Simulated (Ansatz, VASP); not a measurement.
## One calculation of BaZrO3, two programs

```xyz
5
Lattice="4.2611 0.0000 0.0000 0.0000 4.2611 0.0000 0.0000 0.0000 4.2611" Properties=species:S:1:pos:R:3 pbc="T T T"
Ba    0.0000    0.0000    0.0000
Zr    2.1305    2.1305    2.1305
O     0.0000    2.1305    2.1305
O     2.1305    0.0000    2.1305
O     2.1305    2.1305    0.0000
```

Alike in both runs: functional RPBE; k mesh 5 × 5 × 5; no spin polarisation.

Ansatz relaxed the structure, and its values are those at the end. VASP's run is a single point on that final structure, the one shown.

|  | VASP | Ansatz |
| --- | --- | --- |
| version | VASP 6.6.1 | Ansatz 0.2.0 |
| potentials or method | VASP PAW PBE potentials, release 64 (Ba_sv, Zr_sv, O) | plane waves, PAW |
| plane-wave cutoff (eV) | 520 | 420 |
| occupations | gaussian, width 0.01 eV | fixed |
| valence electrons in the cell | 40 | 40 |

|  | VASP | Ansatz | Ansatz less VASP |
| --- | --- | --- | --- |
| pressure (GPa) | 0.8 | 0.0 | -0.81 |

VASP's potentials were made for PBE, not for RPBE. Ansatz's warnings: stress scf threshold loose.

Spin-orbit coupling is off throughout.
